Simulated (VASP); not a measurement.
# CdSe (Cadmoselite): single point with LDA

CdSe (Cadmoselite):

```
Cd Se
1.0
     4.33202    0.00000    0.00000
    -2.16601    3.75164    0.00000
     0.00000    0.00000    6.81182
Cd Se
2 2
Cartesian
  0.0000 2.5011 0.0037
  2.1660 1.2505 3.4096
  0.0000 2.5011 2.6189
  2.1660 1.2505 6.0248
```

This cell differs from its parent crystal: in-plane strain +0.02, then relaxed in part.

```yaml
Program: VASP 6.6.1
Task: single point
Functional: LDA
Potentials_or_basis: VASP PAW LDA potentials, release 64 (Cd, Se)
Cutoff: 520 eV
k_mesh: 6 × 6 × 4
Occupations: gaussian, width 0.01 eV
Spin: no spin polarisation
```

The pressure is -0.7 GPa. The largest force is 0.004 eV/Å and the band gap on the k mesh is 0.43 eV, direct.

Forces in eV/Å, atoms in the order of the input:
```
Cd   0.000  0.000 -0.004
Cd   0.000  0.000 -0.004
Se   0.000  0.000  0.004
Se   0.000  0.000  0.004
```

Stress tensor (GPa, compression positive):
```
-1.27  0.00  0.00
 0.00 -1.27  0.00
 0.00  0.00  0.46
```

Levels at points of the mesh, in eV from the valence-band top:
```csv
k point,band 15,band 16,band 17,band 18,band 19,band 20,band 21,band 22
"(0.00, 0.00, 0.00)",-0.93,-0.07,-0.07,0.00,0.43,1.72,5.54,5.54
"(0.50, 0.00, 0.00)",-2.78,-2.08,-1.39,-0.87,2.94,3.09,4.73,6.23
"(0.00, 0.00, 0.50)",-0.52,-0.52,-0.52,-0.52,2.10,2.10,5.75,5.75
"(0.50, 0.00, 0.50)",-1.52,-1.52,-1.32,-1.32,2.79,2.79,4.67,4.67
```

Run time: 83 s on 1 thread of AMD EPYC 7R43 64-Core Processor (Zen 3), on a shared host, peak memory 0.18 GiB.

Caveat: the cell differs from its parent crystal (in-plane strain +0.02, then relaxed in part).
